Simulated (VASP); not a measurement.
# GaAs (rocksalt type) (Fm-3m) in VASP: a series of runs, part 2 of 3

VASP 6.6.1. The steps go on from the part before.

## Step 3: Single point, PBE (volume scaled by 0.8)

The input, INCAR:

```
SYSTEM = GaAs
PREC = Accurate
ENCUT = 520
EDIFF = 1E-6
ISMEAR = -1
SIGMA = 0.08
LREAL = .FALSE.
LASPH = .TRUE.
NELM = 100
ALGO = Normal
ISIF = 2
LWAVE = .FALSE.
LCHARG = .FALSE.
GGA = PE
NBANDS = 16
```

The input, KPOINTS:

```
Automatic mesh
0
G
  15 15 15
  0 0 0
```

The input, POSCAR:

```
GaAs
1.0
    0.0000000000      2.5029261000      2.5029261000
    2.5029261000      0.0000000000      2.5029261000
    2.5029261000      2.5029261000      0.0000000000
Ga As
1 1
Direct
    0.0000000000      0.0000000000      0.0000000000
    0.5000000000      0.5000000000      0.5000000000
```

Potentials or basis: VASP PAW PBE potentials, release 64 (Ga_d, As).

Started as:

```sh
$ cat potpaw_PBE.64/Ga_d/POTCAR potpaw_PBE.64/As/POTCAR > POTCAR
$ mpirun -np 1 vasp_std > vasp.out
```

OUTCAR:

```text
SYSTEM = GaAs
   PREC = Accurate
   ENCUT = 520
   EDIFF = 1E-6
   ISMEAR = -1
   LREAL = .FALSE.
   LASPH = .TRUE.
   NELM = 100
   ISIF = 2
   GGA = PE

 ion  position               nearest neighbor table
   1  0.000  0.000  0.000-   2 2.50   2 2.50   2 2.50   2 2.50   2 2.50   2 2.50
   2  0.500  0.500  0.500-   1 2.50   1 2.50   1 2.50   1 2.50   1 2.50   1 2.50

  LATTYP: Found a face centered cubic cell.
 ALAT       =     5.0058522000

  Lattice vectors:

 A1 = (   0.0000000000,   2.5029261000,   2.5029261000)
 A2 = (   2.5029261000,   0.0000000000,   2.5029261000)
 A3 = (   2.5029261000,   2.5029261000,   0.0000000000)

Analysis of symmetry for initial positions (statically):
=====================================================================
 Subroutine PRICEL returns:
 Original cell was already a primitive cell.

 Routine SETGRP: Setting up the symmetry group for a
 face centered cubic supercell.

 Subroutine GETGRP returns: Found 48 space group operations
 (whereof 48 operations were pure point group operations)
 out of a pool of 48 trial point group operations.

The static configuration has the point symmetry O_h .
[... 159 lines left out ...]

 E-fermi :   7.7955     XC(G=0): -11.6765

 val. band max:        7.7938348167   @ k =   0.3333   0.0667   0.0000
 cond. band min:       7.7983980274   @ k =  -0.2000   0.2000   0.0667
 fundamental gap:      0.0045632108
 Fermi energy:         7.7954733623

 k-point     1 :       0.0000    0.0000    0.0000
  band No.  band energies     occupation
      1      -7.3781      2.00000
      2      -7.3781      2.00000
      3      -7.3492      2.00000
      4      -7.3492      2.00000
      5      -7.3492      2.00000
      6      -7.2762      2.00000
[... 433 lines left out ...]
      3      -7.3606      2.00000
      4      -7.3313      2.00000
      5      -7.3274      2.00000
      6      -6.5672      2.00000
[... 8 lines left out ...]
     15      18.1100      0.00000
     16      18.1543      0.00000

 [... further k-points ...]

------------------------ aborting loop because EDIFF is reached ----------------------------------------

  FORCE on cell =-STRESS in cart. coord.  units (eV):
  Direction    XX          YY          ZZ          XY          YZ          ZX
  --------------------------------------------------------------------------------------
  -------------------------------------------------------------------------------------
  Total        5.3182764      5.3182764      5.3182764     -0.0000000      0.0000000     -0.0000000
  in kB      271.7111206    271.7111206    271.7111206     -0.0000000      0.0000000     -0.0000000
  external PRESSURE =     271.7111206 kB  Pullay stress =       0.0000000 kB

 VOLUME and BASIS-vectors are now :
 -----------------------------------------------------------------------------
  energy-cutoff  :      520.00
  volume of cell :       31.36
      direct lattice vectors                 reciprocal lattice vectors
     0.000000000  2.502926100  2.502926100    -0.199766186  0.199766186  0.199766186
     2.502926100  0.000000000  2.502926100     0.199766186 -0.199766186  0.199766186
     2.502926100  2.502926100  0.000000000     0.199766186  0.199766186 -0.199766186

 POSITION                                       TOTAL-FORCE (eV/Angst)
 -----------------------------------------------------------------------------------
      0.00000      0.00000      0.00000         0.000000      0.000000      0.000000
      2.50293      2.50293      2.50293        -0.000000     -0.000000     -0.000000
 -----------------------------------------------------------------------------------
    total drift:                               -0.000000     -0.000000      0.000000

  FREE ENERGIE OF THE ION-ELECTRON SYSTEM (eV)
  ---------------------------------------------------
  free  energy   TOTEN  =        -7.0966363273 eV

  energy  without entropy=       -7.0766049190  energy(sigma->0) =       -7.08662062
```

OSZICAR:

```text
N       E                     dE             d eps       ncg     rms          rms(c)
DAV:   1     0.791669531982E+02    0.79167E+02   -0.90282E+03  4080   0.177E+03
DAV:   2    -0.200087762383E+01   -0.81168E+02   -0.77303E+02  4376   0.315E+02
DAV:   3    -0.714555466704E+01   -0.51447E+01   -0.51068E+01  4736   0.608E+01
DAV:   4    -0.720014097387E+01   -0.54586E-01   -0.54578E-01  4592   0.661E+00
DAV:   5    -0.720077608221E+01   -0.63511E-03   -0.63510E-03  4712   0.674E-01    0.311E+00
DAV:   6    -0.710360012284E+01    0.97176E-01   -0.16110E-01  5488   0.100E+01    0.187E+00
DAV:   7    -0.709645869289E+01    0.71414E-02   -0.34539E-02  5936   0.184E+00    0.664E-01
DAV:   8    -0.709663107061E+01   -0.17238E-03   -0.37062E-03  4864   0.962E-01    0.801E-02
DAV:   9    -0.709664260958E+01   -0.11539E-04   -0.37908E-04  4840   0.321E-01    0.641E-02
DAV:  10    -0.709664062398E+01    0.19856E-05   -0.16359E-05  4560   0.347E-02    0.529E-02
DAV:  11    -0.709663605629E+01    0.45677E-05   -0.72140E-06  4896   0.227E-02    0.377E-03
DAV:  12    -0.709663632732E+01   -0.27104E-06   -0.23349E-07  2592   0.440E-03
   1 F= -.70966363E+01 E0= -.70866206E+01  d E =-.200314E-01
```

stdout:

```text
POSCAR found type information on POSCAR GaAs
 POSCAR found :  2 types and       2 ions
 scaLAPACK will be used
 LDA part: xc-table for (Slater+PW92), standard interpolation
 POSCAR, INCAR and KPOINTS ok, starting setup
 FFT: planning ... GRIDC
 FFT: planning ... GRID_SOFT
 FFT: planning ... GRID
 WAVECAR not read
 entering main loop
```

Run time: 36 s. Hardware: 1 thread of Intel Xeon Platinum 8488C (Sapphire Rapids), shared host; peak memory 0.2 GiB.

Results:

```
Free energy            : -7.0966 eV
Pressure               : 27.2 GPa
Band gap on the k mesh : zero (band 9 reaches 8.55 eV, above the bottom of band 10 at 4.45 eV)
```

(Part 2 of 3 ends here.)
